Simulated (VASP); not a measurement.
Wanted: the native input for a VASP 6.6.1 run.

| Quantity | Value |
| --- | --- |
| Task | single point |
| Functional | PBEsol |
| Potentials or basis | VASP PAW PBE potentials, release 64 (Rh_pv) |
| Cutoff | 520 eV |
| k mesh | 24 × 24 × 12 |
| Occupations | gaussian, width 0.1 eV |
| Spin | no spin polarisation |
| Dipole correction | no |
| Further INCAR settings | ALGO = Fast; EDIFF = 1e-06; NBANDS = 22 |

The structure of Rh lies in POSCAR:

```
Rh
1.0
    2.5811866413      0.0000000000      0.0000000000
   -1.2905933207      2.2353732033      0.0000000000
    0.0000000000      0.0000000000      4.4329167299
Rh
2
Direct
    0.6666666667      0.3333333333      0.7500000000
    0.3333333333      0.6666666667      0.2500000000
```

This isn't the form of Rh at room conditions, which is fcc.

This cell differs from its parent crystal: biaxial strain in the a-b plane: -4.0 %.

The input as run:

INCAR

```
SYSTEM = Rh
  ALGO = Fast
  EDIFF = 1E-6
  ENCUT = 520
  GGA = PS
  ISIF = 2
  ISMEAR = 0
  LASPH = .True.
  LCHARG = .False.
  LREAL = .False.
  LWAVE = .False.
  NBANDS = 22
  NELM = 60
  PREC = Accurate
  SIGMA = 0.1
```

KPOINTS

```
k-points
0
Gamma
  24 24 12
  0 0 0
```

Potentials or basis: VASP PAW PBE potentials, release 64 (Rh_pv).

Command:

```console
$ cat potpaw_PBE.64/Rh_pv/POTCAR > POTCAR
$ mpirun -np 1 vasp_std > vasp.out
```

It gave:

```json
{
  "Pressure": "20.6 GPa",
  "Band gap on the k mesh": "zero (bands 15 and 16 overlap by 3.00 eV)"
}
```

Caveat: the cell differs from its parent crystal (biaxial strain in the a-b plane: -4.0 %); the cell stands under pressure; the PAW data sets were made with another functional, which shifts forces and pressure a little.

It took 2 min on 1 thread of Intel(R) Xeon(R) Platinum 8488C (Sapphire Rapids) (shared host), peak memory 0.29 GiB.
